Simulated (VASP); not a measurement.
# Al2Pt (I4/mmm) in VASP: notebook

Al2Pt is run at these levels: PBEsol; tasks: single point.

All numbers are computed with VASP 6.6.1; they aren't measurements. Logs are shortened: lines on timing, memory, paths and dates and some standing lists are left out, and cuts for length are marked.

## 1. The cell of the first run

Symmetry: I4/mmm, No. 139, tetragonal system. Conventional cell: a = 4.216 Å, b = 4.216 Å, c = 5.631 Å, α = 90.00°, β = 90.00°, γ = 90.00°. Within 3.3 Å of Al (site symmetry -4m2) lie 4 Pt at 2.54 Å and 6 Al at 2.82 to 2.98 Å. Within 3.3 Å of Pt (site symmetry 4/mmm) lie 8 Al at 2.54 Å.

## 2. Single point, PBEsol (uniaxial strain along c: -4.5 %)

The input, INCAR:

```
SYSTEM = Al2Pt
PREC = Accurate
ENCUT = 520
EDIFF = 1E-7
ISMEAR = 0
SIGMA = 0.1
LREAL = .FALSE.
LASPH = .TRUE.
NELM = 60
ALGO = Fast
ISIF = 2
LWAVE = .FALSE.
LCHARG = .TRUE.
GGA = PS
LELF = .TRUE.
LVHAR = .TRUE.
NBANDS = 25
```

The input, KPOINTS:

```
regular mesh
0
G
  8 8 6
  0 0 0
```

The input, POSCAR:

```
Al2Pt
1.0
    2.9814251891      2.9814251891      0.0000000000
   -2.9814251891      2.9814251891      0.0000000000
    0.0000000000      0.0000000000      5.6311714326
Al Pt
4 2
Direct
    0.0000000000      0.5000000000      0.7500000000
    0.5000000000      0.0000000000      0.7500000000
    0.5000000000      0.0000000000      0.2500000000
    0.0000000000      0.5000000000      0.2500000000
    0.0000000000      0.0000000000      0.0000000000
    0.5000000000      0.5000000000      0.5000000000
```

Potentials or basis: VASP PAW PBE potentials, release 64 (Al, Pt).

Command:

```console
$ cat potpaw_PBE.64/Al/POTCAR potpaw_PBE.64/Pt/POTCAR > POTCAR
$ mpirun -np 1 vasp_std > vasp.out
```

OUTCAR:

```text
SYSTEM = Al2Pt
   PREC = Accurate
   ENCUT = 520
   EDIFF = 1E-7
   ISMEAR = 0
   LREAL = .FALSE.
   LASPH = .TRUE.
   NELM = 60
   ISIF = 2
   GGA = PS

 ion  position               nearest neighbor table
   1  0.000  0.500  0.750-   5 2.54   6 2.54   5 2.54   6 2.54   4 2.82   4 2.82   2 2.98   2 2.98
                             2 2.98   2 2.98
   2  0.500  0.000  0.750-   5 2.54   6 2.54   6 2.54   5 2.54   3 2.82   3 2.82   1 2.98   1 2.98
                             1 2.98   1 2.98
   3  0.500  0.000  0.250-   5 2.54   6 2.54   6 2.54   5 2.54   2 2.82   2 2.82   4 2.98   4 2.98
                             4 2.98   4 2.98
   4  0.000  0.500  0.250-   5 2.54   6 2.54   5 2.54   6 2.54   1 2.82   1 2.82   3 2.98   3 2.98
                             3 2.98   3 2.98
   5  0.000  0.000  0.000-   1 2.54   2 2.54   3 2.54   4 2.54   1 2.54   4 2.54   2 2.54   3 2.54

   6  0.500  0.500  0.500-   1 2.54   2 2.54   3 2.54   4 2.54   2 2.54   3 2.54   1 2.54   4 2.54

  LATTYP: Found a simple tetragonal cell.
 ALAT       =     4.2163719376
 C/A-ratio  =     1.3355490255

  Lattice vectors:

 A1 = (   2.9814251891,   2.9814251891,   0.0000000000)
 A2 = (  -2.9814251891,   2.9814251891,   0.0000000000)
 A3 = (   0.0000000000,   0.0000000000,   5.6311714326)

Analysis of symmetry for initial positions (statically):
=====================================================================
 Subroutine PRICEL returns following result:

  LATTYP: Found a body centered tetragonal cell.
 ALAT       =     4.2163719376
 C/A-ratio  =     1.3355490255

  Lattice vectors:

 A1 = (   0.0000000000,  -2.9814251891,  -2.8155857163)
 A2 = (   0.0000000000,   2.9814251891,  -2.8155857163)
 A3 = (   2.9814251891,   0.0000000000,   2.8155857163)

   2 primitive cells build up your supercell.

 Routine SETGRP: Setting up the symmetry group for a
 simple tetragonal supercell.

 Subroutine GETGRP returns: Found 16 space group operations
 (whereof 16 operations were pure point group operations)
 out of a pool of 16 trial point group operations.

The static configuration has the point symmetry D_4h.

Analysis of symmetry for dynamics (positions and initial velocities):
=====================================================================
 Subroutine PRICEL returns following result:

  LATTYP: Found a body centered tetragonal cell.
 ALAT       =     4.2163719376
 C/A-ratio  =     1.3355490255

  Lattice vectors:

 A1 = (   0.0000000000,  -2.9814251891,  -2.8155857163)
 A2 = (   0.0000000000,   2.9814251891,  -2.8155857163)
 A3 = (   2.9814251891,   0.0000000000,   2.8155857163)

   2 primitive cells build up your supercell.

 Routine SETGRP: Setting up the symmetry group for a
 simple tetragonal supercell.

 Subroutine GETGRP returns: Found 16 space group operations
 (whereof 16 operations were pure point group operations)
 out of a pool of 16 trial point group operations.

The dynamic configuration has the point symmetry D_4h.

 Subroutine INISYM returns: Found 16 space group operations
 (whereof 16 operations are pure point group operations),
 and found     2 'primitive' translations

----------------------------------------------------------------------------------------

                                     Primitive cell

  volume of cell :      50.0549

  direct lattice vectors                    reciprocal lattice vectors
     0.000000000 -2.981425189 -2.815585716     0.167705030 -0.167705030 -0.177582944
     0.000000000  2.981425189 -2.815585716     0.167705030  0.167705030 -0.177582944
     2.981425189  0.000000000  2.815585716     0.335410059  0.000000000  0.000000000

  length of vectors
     4.100782740  4.100782740  4.100782740     0.296286442  0.296286442  0.335410059

  position of ions in fractional coordinates (direct lattice)
     0.750000000  0.250000000  0.500000000
     0.250000000  0.750000000  0.500000000
     0.000000000  0.000000000  0.000000000

  ion indices of the primitive-cell ions
   primitive index   ion index
                 1           1
                 2           4
                 3           5

----------------------------------------------------------------------------------------

 KPOINTS: regular mesh

Automatic generation of k-mesh.
 Grid dimensions read from file:
 generate k-points for:    8    8    6

 Generating k-lattice:

  Cartesian coordinates                     Fractional coordinates (reciprocal lattice)
     0.020963129  0.020963129  0.000000000     0.125000000  0.000000000  0.000000000
    -0.020963129  0.020963129  0.000000000     0.000000000  0.125000000  0.000000000
     0.000000000  0.000000000  0.029597157     0.000000000  0.000000000  0.166666667

  Length of vectors
     0.029646341  0.029646341  0.029597157

  Shift w.r.t. Gamma in fractional coordinates (k-lattice)
     0.000000000  0.000000000  0.000000000

 Subroutine IBZKPT returns following result:
 ===========================================

 Found     60 irreducible k-points:

 Following reciprocal coordinates:
            Coordinates               Weight
  0.000000  0.000000  0.000000      1.000000
  0.125000  0.000000  0.000000      4.000000
  0.250000  0.000000  0.000000      4.000000
  0.375000  0.000000  0.000000      4.000000
  0.500000  0.000000  0.000000      2.000000
  0.125000  0.125000  0.000000      4.000000
[... 16 lines left out ...]
  0.375000  0.125000  0.166667     16.000000
  0.500000  0.125000  0.166667      8.000000
 [... further k-points ...]
   k-points           NKPTS =     60   k-points in BZ     NKDIM =     60   number of bands    NBANDS=     25
   number of dos      NEDOS =    301   number of ions     NIONS =      6
   total plane-waves  NPLWV =  43008
   dimension x,y,z NGX =    32 NGY =   32 NGZ =   42
   dimension x,y,z NGXF=    64 NGYF=   64 NGZF=   84
   ions per type =               4   2
   NGX,Y,Z   is equivalent  to a cutoff of  12.62, 12.62, 12.40 a.u.
   NGXF,Y,Z  is equivalent  to a cutoff of  25.23, 25.23, 24.80 a.u.
 SYSTEM =  Al2Pt
   PREC   = accura    normal or accurate (medium, high low for compatibility)
   ISTART =      0    job   : 0-new  1-cont  2-samecut
   ICHARG =      2    charge: 1-file 2-atom 10-const
   ISPIN  =      1    spin polarized calculation?
   LNONCOLLINEAR =      F non collinear calculations
   LSORBIT =      F    spin-orbit coupling
   LASPH  =      T    aspherical Exc in radial PAW
   ENCUT  =  520.0 eV  38.22 Ry    6.18 a.u.   7.84  7.84 10.47*2*pi/ulx,y,z
   NELM   =     60;   NELMIN=  2; NELMDL= -5     # of ELM steps
   EDIFF  = 0.1E-06   stopping-criterion for ELM
   LREAL  =      F    real-space projection
   EDIFFG = 0.1E-05   stopping-criterion for IOM
   NSW    =      0    number of steps for IOM
   IBRION =     -1    ionic relax: 0-MD 1-quasi-New 2-CG
   NFREE  =      0    steps in history (QN), initial steepest desc. (CG)
   ISIF   =      2    stress and relaxation
   ISYM   =      2    0-nonsym 1-usesym 2-fastsym
   POTIM  = 0.5000    time-step for ionic-motion
   TEBEG  =    0.0;   TEEND  =   0.0 temperature during run
   PSTRESS=    0.0 pullay stress
   NELECT =      32.0000    total number of electrons
   NUPDOWN=      -1.0000    fix difference up-down
   EMIN   =  10.00;   EMAX   =-10.00  energy-range for DOS
   EFERMI =   0.00;   METHOD = LEGACY
   ISMEAR =     0;   SIGMA  =   0.10  broadening in eV -4-tet -1-fermi 0-gaus
   EFERMI_NEDOS =   21; number of points for ismear=-14 and -15
   IALGO  =     68    algorithm
   IMIX   =      4    mixing-type and parameters
     AMIX     =   0.40;   BMIX     =  1.00
     AMIX_MAG =   1.60;   BMIX_MAG =  1.00
  volume/ion in A,a.u.               =      16.68       112.60
  Fermi-wavevector in a.u.,A,eV,Ry     =   1.119350  2.115265 17.047349  1.252945
  Thomas-Fermi vector in A             =   2.255988
   LORBIT       =      0    0 simple, 1 ext, 2 COOP (PROOUT), +10 PAW based schemes
   GGA     = PS    functional components
   LHFCALC =     F    Hartree Fock is set to
   AEXX    =    0.0000 exact exchange contribution
   IVDW    =     0    specifies the selected vdW correction
   LEPSILON=     F    determine dielectric tensor
   LRPA    =     F    only Hartree local field effects (RPA)
 non-spin polarized calculation
 RMM-DIIS sequential band-by-band and
 Gauss-broadening in eV      SIGMA  =   0.10
  energy-cutoff  :      520.00
  volume of cell :      100.11
 maximum number of plane-waves:      2716
 NGX is ok and might be reduce to    32
   NGX = 15   NGY = 15   NGZ = 21

 number of electron      32.0000002 magnetization

 Free energy of the ion-electron system (eV)
  ---------------------------------------------------
  ext. energy  EPLUGINS =         0.00000000
  ---------------------------------------------------
  free energy    TOTEN  =       -35.46091695 eV

  energy without entropy =      -35.45202609  energy(sigma->0) =      -35.45647152

 E-fermi :   8.1827     XC(G=0): -10.9471

 val. band max:        8.1431862868   @ k =   0.2500   0.0000   0.3333
 cond. band min:       8.1927738807   @ k =   0.5000   0.2500   0.3333
 fundamental gap:      0.0495875939
 Fermi energy:         8.1826755649

 k-point     1 :       0.0000    0.0000    0.0000
  band No.  band energies     occupation
      1      -2.3047      2.00000
      2       1.7042      2.00000
      3       1.7354      2.00000
      4       2.7103      2.00000
      5       2.8901      2.00000
      6       2.9783      2.00000
[... 17 lines left out ...]
     24      14.0062      0.00000
     25      14.0467      0.00000

 k-point     2 :       0.1250    0.0000    0.0000
  band No.  band energies     occupation
      1      -2.1623      2.00000
      2       1.6624      2.00000
      3       1.9003      2.00000
      4       2.6130      2.00000
      5       2.9080      2.00000
      6       2.9386      2.00000
[... 17 lines left out ...]
     24      13.9599      0.00000
     25      14.0466      0.00000
[... 586 lines left out ...]
     24      14.6136      0.00000
     25      14.7849      0.00000

 k-point    24 :       0.5000    0.1250    0.1667
  band No.  band energies     occupation
      1      -0.0036      2.00000
      2      -0.0036      2.00000
      3       2.2343      2.00000
      4       2.2343      2.00000
      5       3.1368      2.00000
      6       3.1368      2.00000
[... 17 lines left out ...]
     24      14.5337      0.00000
     25      15.3908      0.00000

 [... further k-points ...]

------------------------ aborting loop because EDIFF is reached ----------------------------------------

  FORCE on cell =-STRESS in cart. coord.  units (eV):
  Direction    XX          YY          ZZ          XY          YZ          ZX
  --------------------------------------------------------------------------------------
  -------------------------------------------------------------------------------------
  Total        1.2070244      1.2070244      3.9518692      0.0000000      0.0000000      0.0000000
  in kB       19.3174608     19.3174608     63.2465109      0.0000000      0.0000000      0.0000000
  external PRESSURE =      33.9604775 kB  Pullay stress =       0.0000000 kB

 VOLUME and BASIS-vectors are now :
 -----------------------------------------------------------------------------
  energy-cutoff  :      520.00
  volume of cell :      100.11
      direct lattice vectors                 reciprocal lattice vectors
     2.981425189  2.981425189  0.000000000     0.167705030  0.167705030  0.000000000
    -2.981425189  2.981425189  0.000000000    -0.167705030  0.167705030  0.000000000
     0.000000000  0.000000000  5.631171433     0.000000000  0.000000000  0.177582944

 POSITION                                       TOTAL-FORCE (eV/Angst)
 -----------------------------------------------------------------------------------
     -1.49071      1.49071      4.22338        -0.000000      0.000000      0.000000
      1.49071      1.49071      4.22338        -0.000000      0.000000     -0.000000
      1.49071      1.49071      1.40779        -0.000000      0.000000      0.000000
     -1.49071      1.49071      1.40779        -0.000000      0.000000     -0.000000
      0.00000      0.00000      0.00000         0.000000     -0.000000     -0.000000
      0.00000      2.98143      2.81559         0.000000     -0.000000      0.000000
 -----------------------------------------------------------------------------------
    total drift:                               -0.000000      0.000000     -0.000000

  FREE ENERGIE OF THE ION-ELECTRON SYSTEM (eV)
  ---------------------------------------------------
  free  energy   TOTEN  =       -35.4609169512 eV

  energy  without entropy=      -35.4520260893  energy(sigma->0) =      -35.45647152
```

It took 92 s on 1 thread of Intel Xeon Platinum 8559C (Emerald Rapids), shared host; peak memory 0.28 GiB.

Results:

| Property | Result |
| --- | --- |
| Free energy | -35.4609 eV |
| Pressure | 3.4 GPa |
| Band gap on the k mesh | zero (bands 16 and 17 overlap by 4.25 eV) |

Stress tensor (GPa, compression positive):
```
1.93 0.00 0.00
0.00 1.93 0.00
0.00 0.00 6.32
```

Caveat: the cell differs from its parent crystal (uniaxial strain along c: -4.5 %); the cell stands under pressure; the PAW data sets were made with another functional, which shifts forces and pressure a little; spin-orbit coupling is left out, which moves the levels of the heavy elements.

## 3. Single point, PBEsol (uniaxial strain along c: -3.0 %)

The input, INCAR:

```
SYSTEM = Al2Pt
  PREC = Accurate
  ENCUT = 520
  EDIFF = 1E-7
  ISMEAR = 0
  SIGMA = 0.1
  LREAL = .False.
  LASPH = .True.
  NELM = 60
  ALGO = Fast
  ISIF = 2
  LWAVE = .False.
  LCHARG = .False.
  GGA = PS
  NBANDS = 25
```

The input, KPOINTS:

```
Automatic mesh
0
Gamma
  8 8 6
  0 0 0
```

POSCAR: that of step 2 with these lines changed.

```diff
@@ -2,5 +2,5 @@
 1.0
-    2.9814251891      2.9814251891      0.0000000000
-   -2.9814251891      2.9814251891      0.0000000000
-    0.0000000000      0.0000000000      5.6311714326
+    2.9703692243      2.9703692243      0.0000000000
+   -2.9703692243      2.9703692243      0.0000000000
+    0.0000000000      0.0000000000      5.7196191514
 Al Pt
```

Potentials or basis: VASP PAW PBE potentials, release 64 (Al, Pt).

Command:

```console
$ cat potpaw_PBE.64/Al/POTCAR potpaw_PBE.64/Pt/POTCAR > POTCAR
$ mpirun -np 1 vasp_std > vasp.out
```

It took 87 s on 1 thread of Intel Xeon Platinum 8559C (Emerald Rapids), shared host; peak memory 0.29 GiB.

The run converged. Its results:

- Free energy: -35.5032 eV
- Pressure: 2.2 GPa
- Band gap on the k mesh: zero (bands 16 and 17 overlap by 4.45 eV)

Stress tensor (GPa, compression positive):
```
1.31 0.00 0.00
0.00 1.31 0.00
0.00 0.00 3.86
```

Levels at points of the mesh, in eV from the Fermi level:
```tsv
k point	band 14	band 15	band 16	band 17	band 18	band 19
(0.00, 0.00, 0.00)	-1.82	-1.82	3.01	3.15	3.19	3.70
(0.50, 0.00, 0.00)	-2.33	-1.12	-1.12	1.16	1.16	3.53
(0.50, 0.50, 0.00)	-3.25	-1.74	-1.74	-1.44	-1.44	3.41
(0.00, 0.00, 0.50)	0.28	0.41	0.41	0.41	0.41	3.00
(0.50, 0.00, 0.50)	-3.56	0.86	0.86	1.11	1.11	3.79
(0.50, 0.50, 0.50)	-2.86	-2.86	-2.86	-0.85	-0.85	5.46
```

Caveat: the cell differs from its parent crystal (uniaxial strain along c: -3.0 %); the PAW data sets were made with another functional, which shifts forces and pressure a little; spin-orbit coupling is left out, which moves the levels of the heavy elements.

The gap in the log of VASP goes by the Fermi energy; the results here count the filled bands.